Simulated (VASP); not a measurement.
Here is a VASP 6.6.1 calculation.

Contents of INCAR:

```
PREC = Accurate ; ENCUT = 520
EDIFF = 1E-6 ; ISMEAR = 0
SIGMA = 0.1 ; LREAL = False
LASPH = True ; NELM = 60
ALGO = Fast ; ISIF = 2
LWAVE = False ; LCHARG = False
GGA = PE ; NBANDS = 15
```

Contents of KPOINTS:

```
Automatic mesh
0
Gamma
  21 21 12
```

File POSCAR:

```
Fe
1.0
    2.5424967806      0.0000000000      0.0000000000
   -1.2712483903      2.2018668011      0.0000000000
    0.0000000000      0.0000000000      4.0078478397
Fe
2
Direct
    0.3333333333      0.6666666667      0.2500000000
    0.6666666667      0.3333333333      0.7500000000
```

Potentials or basis: VASP PAW PBE potentials, release 64 (Fe).

Run with:

```bash
$ cat potpaw_PBE.64/Fe/POTCAR > POTCAR
$ mpirun -np 1 vasp_std > vasp.out
```

(1) Estimate the pressure.

(2) What does it give for the band gap on the k mesh?

## Answers

(1) -22.4 GPa.

(2) zero (band 8 reaches 6.63 eV, above the bottom of band 9 at 5.00 eV).

Caveat: the run has no spin polarisation, though such a crystal can be magnetic.
